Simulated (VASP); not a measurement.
# MnSb (P6_3/mmc) in VASP: single point with PBE

Aim: the single point of MnSb with PBE.

All numbers are computed with VASP 6.6.1; they aren't measurements. Logs are shortened: lines on timing, memory, paths and dates and some standing lists are left out, and cuts for length are marked.

### 1 The cell of the first run

The structure is hexagonal, space group P6_3/mmc (No. 194). The conventional cell has a = 4.098 Å, b = 4.098 Å, c = 5.596 Å, α = 90.00°, β = 90.00°, γ = 120.00°. Mn (site symmetry -3m) has 6 Sb at 2.75 Å and 2 Mn at 2.80 Å within 3.6 Å. Sb (site symmetry -6m2) has 6 Mn at 2.75 Å and 6 Sb at 3.66 Å within 3.7 Å.

### 2 Single point, PBE, collinear spin, ferromagnetic start

The input, INCAR:

```
PREC = Accurate ; ENCUT = 520
EDIFF = 1E-7 ; ISMEAR = 0
SIGMA = 0.1 ; LREAL = F
LASPH = T ; NELM = 150
ALGO = Normal ; ISIF = 2
LWAVE = F ; LCHARG = F
ISPIN = 2 ; MAGMOM = 4.16 4.16 0 0
LORBIT = 11 ; LMAXMIX = 4
GGA = PE ; NBANDS = 30
```

The input, KPOINTS:

```
regular mesh
0
Gamma
  12 12 6
```

The input, POSCAR:

```
MnSb
1.0
    4.0982375988      0.0000000000      0.0000000000
   -2.0491187994      3.5491778713      0.0000000000
    0.0000000000      0.0000000000      5.5964843861
Mn Sb
2 2
Direct
    0.0000000000      0.0000000000      0.0000000000
    0.0000000000      0.0000000000      0.5000000000
    0.3333333333      0.6666666667      0.2500000000
    0.6666666667      0.3333333333      0.7500000000
```

Potentials or basis: VASP PAW PBE potentials, release 64 (Mn_pv, Sb).

Started as:

```bash
> cat potpaw_PBE.64/Mn_pv/POTCAR potpaw_PBE.64/Sb/POTCAR > POTCAR
> mpirun -np 1 vasp_std > vasp.out
```

OUTCAR:

```text
PREC = Accurate
   ENCUT = 520
   EDIFF = 1E-7
   ISMEAR = 0
   LREAL = F
   LASPH = T
   NELM = 150
   ISIF = 2
   ISPIN = 2
   LORBIT = 11
   GGA = PE

 ion  position               nearest neighbor table
   1  0.000  0.000  0.000-   3 2.75   4 2.75   3 2.75   4 2.75   4 2.75   3 2.75   2 2.80   2 2.80

   2  0.000  0.000  0.500-   3 2.75   4 2.75   3 2.75   4 2.75   4 2.75   3 2.75   1 2.80   1 2.80

   3  0.333  0.667  0.250-   1 2.75   2 2.75   1 2.75   2 2.75   1 2.75   2 2.75   4 3.66   4 3.66
                             4 3.66   4 3.66   4 3.66   4 3.66
   4  0.667  0.333  0.750-   1 2.75   2 2.75   1 2.75   2 2.75   1 2.75   2 2.75   3 3.66   3 3.66
                             3 3.66   3 3.66   3 3.66   3 3.66

  LATTYP: Found a hexagonal cell.
 ALAT       =     4.0982375988
 C/A-ratio  =     1.3655831931

  Lattice vectors:

 A1 = (   4.0982375988,   0.0000000000,   0.0000000000)
 A2 = (  -2.0491187994,   3.5491778713,   0.0000000000)
 A3 = (   0.0000000000,   0.0000000000,   5.5964843861)

Analysis of symmetry for initial positions (statically):
=====================================================================
 Subroutine PRICEL returns:
 Original cell was already a primitive cell.

 Routine SETGRP: Setting up the symmetry group for a
 hexagonal supercell.

 Subroutine GETGRP returns: Found 24 space group operations
 (whereof 12 operations were pure point group operations)
 out of a pool of 24 trial point group operations.

The static configuration has the point symmetry D_3d.
 The point group associated with its full space group is D_6h.

Analysis of symmetry for dynamics (positions and initial velocities):
=====================================================================
 Subroutine PRICEL returns:
 Original cell was already a primitive cell.

 Routine SETGRP: Setting up the symmetry group for a
 hexagonal supercell.

 Subroutine GETGRP returns: Found 24 space group operations
 (whereof 12 operations were pure point group operations)
 out of a pool of 24 trial point group operations.

The dynamic configuration has the point symmetry D_3d.
 The point group associated with its full space group is D_6h.

Analysis of structural, dynamic, and magnetic symmetry:
=====================================================================
 Subroutine PRICEL returns:
 Original cell was already a primitive cell.

 Routine SETGRP: Setting up the symmetry group for a
 hexagonal supercell.

 Subroutine GETGRP returns: Found 24 space group operations
 (whereof 12 operations were pure point group operations)
[... 134 lines left out ...]
   AEXX    =    0.0000 exact exchange contribution
   IVDW    =     0    specifies the selected vdW correction
   LEPSILON=     F    determine dielectric tensor
   LRPA    =     F    only Hartree local field effects (RPA)
 spin polarized calculation
 Gauss-broadening in eV      SIGMA  =   0.10
  energy-cutoff  :      520.00
  volume of cell :       81.40
 maximum number of plane-waves:      2223
   NGX = 15   NGY = 15   NGZ = 21

 number of electron      36.0000036 magnetization       6.3966938

 Free energy of the ion-electron system (eV)
  ---------------------------------------------------
  ext. energy  EPLUGINS =         0.00000000
  ---------------------------------------------------
  free energy    TOTEN  =       -26.37967759 eV

  energy without entropy =      -26.36987311  energy(sigma->0) =      -26.37477535

 E-fermi :   8.3456     XC(G=0): -10.8815

 val. band max:        8.3198269374   @ k =   0.2500   0.0833   0.5000
 cond. band min:       8.3531197058   @ k =   0.0833   0.0000   0.0000
 fundamental gap:      0.0332927684
 Fermi energy:         8.3456050335

 spin component 1

 k-point     1 :       0.0000    0.0000    0.0000
  band No.  band energies     occupation
      1     -41.5171      1.00000
      2     -41.5171      1.00000
      3     -41.5061      1.00000
      4     -41.5061      1.00000
      5     -41.2497      1.00000
      6     -41.1359      1.00000
[... 781 lines left out ...]
     29      16.7087      0.00000
     30      17.1240      0.00000

 [... further k-points ...]

 spin component 2

 k-point     1 :       0.0000    0.0000    0.0000
  band No.  band energies     occupation
      1     -38.0488      1.00000
      2     -38.0488      1.00000
      3     -38.0355      1.00000
      4     -38.0355      1.00000
      5     -37.9864      1.00000
      6     -37.8533      1.00000
[... 781 lines left out ...]
     29      16.8911      0.00000
     30      17.6163      0.00000

 [... further k-points ...]

------------------------ aborting loop because EDIFF is reached ----------------------------------------

  FORCE on cell =-STRESS in cart. coord.  units (eV):
  Direction    XX          YY          ZZ          XY          YZ          ZX
  --------------------------------------------------------------------------------------
  -------------------------------------------------------------------------------------
  Total       -0.0157148     -0.0157148     -0.0143049      0.0000000     -0.0000000      0.0000000
  in kB       -0.3092995     -0.3092995     -0.2815501      0.0000000     -0.0000000      0.0000000
  external PRESSURE =      -0.3000497 kB  Pullay stress =       0.0000000 kB

 VOLUME and BASIS-vectors are now :
 -----------------------------------------------------------------------------
  energy-cutoff  :      520.00
  volume of cell :       81.40
      direct lattice vectors                 reciprocal lattice vectors
     4.098237599  0.000000000  0.000000000     0.244007327  0.140877696  0.000000000
    -2.049118799  3.549177871  0.000000000     0.000000000  0.281755391  0.000000000
     0.000000000  0.000000000  5.596484386     0.000000000  0.000000000  0.178683604

 POSITION                                       TOTAL-FORCE (eV/Angst)
 -----------------------------------------------------------------------------------
      0.00000      0.00000      0.00000         0.000000      0.000000     -0.000000
      0.00000      0.00000      2.79824         0.000000      0.000000     -0.000000
     -0.00000      2.36612      1.39912        -0.000000      0.000000     -0.000000
      2.04912      1.18306      4.19736         0.000000      0.000000      0.000000
 -----------------------------------------------------------------------------------
    total drift:                                0.000000      0.000000      0.000000

  FREE ENERGIE OF THE ION-ELECTRON SYSTEM (eV)
  ---------------------------------------------------
  free  energy   TOTEN  =       -26.3796775853 eV

  energy  without entropy=      -26.3698731097  energy(sigma->0) =      -26.37477535

 total charge

# of ion       s       p       d       tot
------------------------------------------
    1        0.285   6.230   5.071  11.586
    2        0.285   6.230   5.071  11.586
    3        1.135   1.285   0.048   2.468
    4        1.135   1.285   0.048   2.468
--------------------------------------------------
tot          2.839  15.031  10.238  28.108

 magnetization (x)

# of ion       s       p       d       tot
------------------------------------------
    1        0.034   0.027   3.177   3.239
    2        0.034   0.027   3.177   3.239
    3        0.007  -0.136   0.007  -0.122
    4        0.007  -0.136   0.007  -0.122
--------------------------------------------------
tot          0.082  -0.217   6.367   6.232
```

OSZICAR:

```text
N       E                     dE             d eps       ncg     rms          rms(c)
DAV:   1     0.322347180986E+03    0.32235E+03   -0.18738E+04  9928   0.121E+03
DAV:   2    -0.109033077769E+02   -0.33325E+03   -0.31955E+03  9492   0.348E+02
DAV:   3    -0.276261444440E+02   -0.16723E+02   -0.16321E+02 10714   0.875E+01
[... 10 lines left out ...]
DAV:  14    -0.263796782176E+02   -0.72807E-05   -0.17278E-05  9720   0.310E-02    0.129E-02
DAV:  15    -0.263796781277E+02    0.89913E-07   -0.16362E-06  9888   0.939E-03    0.488E-03
DAV:  16    -0.263796775624E+02    0.56524E-06   -0.17485E-07  8442   0.238E-03    0.119E-03
DAV:  17    -0.263796773612E+02    0.20119E-06   -0.58366E-08  5996   0.148E-03    0.906E-04
DAV:  18    -0.263796775111E+02   -0.14992E-06   -0.78727E-09  4878   0.561E-04    0.364E-04
DAV:  19    -0.263796775853E+02   -0.74144E-07   -0.15123E-09  4770   0.315E-04
   1 F= -.26379678E+02 E0= -.26374775E+02  d E =-.980448E-02  mag=     6.3967
```

stdout:

```text
POSCAR found type information on POSCAR MnSb
 POSCAR found :  2 types and       4 ions
 scaLAPACK will be used
 LDA part: xc-table for (Slater+PW92), standard interpolation
 POSCAR, INCAR and KPOINTS ok, starting setup
 FFT: planning ... GRIDC
 FFT: planning ... GRID_SOFT
 FFT: planning ... GRID
 WAVECAR not read
 entering main loop
```

Run time: 9.3 min. Hardware: 1 thread of Intel Xeon 8259CL, shared host; peak memory 0.4 GiB.

What came out:

```yaml
Free_energy: -26.3797 eV
Pressure: 0.0 GPa
Net_moment: 6.40 μB per cell
Site_moments: Mn +3.24; Sb -0.12 μB
Valence_electrons_inside_the_program's_atomic_spheres: Mn 11.59; Sb 2.47
```

Caveat: spin-orbit coupling is left out, which moves the levels of the heavy elements; only a ferromagnetic start was run, and an antiferromagnetic order may lie lower in energy.
